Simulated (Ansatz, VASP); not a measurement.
**One calculation of AlNi, two programs**

The input POSCAR:

```
AlNi
1.0
    1.9386940000     -1.9531901500      0.0000000000
    1.9386940000      1.9531901500      0.0000000000
    0.0000000000      0.0000000000      3.0994300413
Al Ni
1 1
Direct
    0.0000000000      0.0000000000      0.0000000000
    0.5000000000      0.5000000000      0.5000000000
```

File INCAR.step1:

```
  PREC = Accurate
  ENCUT = 760
  ISMEAR = 0
  SIGMA = 0.05
  LREAL = F
  LASPH = T
  NELM = 120
  NBANDS = 18
  GGA = PE
  ALGO = Normal
  EDIFF = 1E-5
  LWAVE = T
  LCHARG = F
  GGA_COMPAT = F
```

Contents of INCAR.step2:

```
  PREC = Accurate
  ENCUT = 760
  EDIFF = 1E-6
  ISMEAR = 0
  SIGMA = 0.05
  LREAL = F
  LASPH = T
  NELM = 120
  ALGO = Normal
  ISIF = 2
  LWAVE = F
  LCHARG = F
  METAGGA = R2SCAN
  LMIXTAU = T
  NBANDS = 18
  ISTART = 1
  GGA_COMPAT = F
```

The input KPOINTS:

```
regular mesh
0
Gamma
  8 8 7
```

Input for Ansatz:

```yaml
crystal:
  lattice:
    - [1.938694, -1.95319015, 0.0]
    - [1.938694, 1.95319015, 0.0]
    - [0.0, 0.0, 3.0994300413]
  atoms:
    - { symbol: Al, position: [0.0, 0.0, 0.0] }
    - { symbol: Ni, position: [0.5, 0.5, 0.5] }
basis:
  ecutwfc: 500
kpoints:
  mp_grid: { grid: [8, 8, 7] }
hamiltonian:
  xc: r2scan
scf:
  occupations: { method: gaussian, width: 0.05 }
output:
  forces: true
  stress: true
  eigenvalues: true
```

Alike in both runs: task single point; functional r2SCAN; k mesh 8 × 8 × 7; occupations gaussian, width 0.05 eV; no spin polarisation.

|  | VASP | Ansatz |
| --- | --- | --- |
| version | VASP 6.6.1 | Ansatz 0.2.0 |
| potentials or method | VASP PAW PBE potentials, release 64 (Al, Ni_sv_GW), cutoff 760 eV | scalar-relativistic, plane waves, PAW |
| valence electrons in the cell | 21 | 21 |

Ansatz gave:

- gap on the k mesh at the Fermi level (eV): none
- pressure (GPa): 0.6
- traceless stress, the component that is largest in VASP (GPa): -2.75

Question: Which values does VASP return?

Answer: gap on the k mesh at the Fermi level (eV): none; pressure (GPa): 0.0; traceless stress, the component that is largest in VASP (GPa): -2.74.

VASP's potentials were made for PBE, not for r2SCAN. A gap of «none» marks a metal or a gap that the smearing closes. The functional is the same, so the differences come from potentials, cutoffs and numerics.
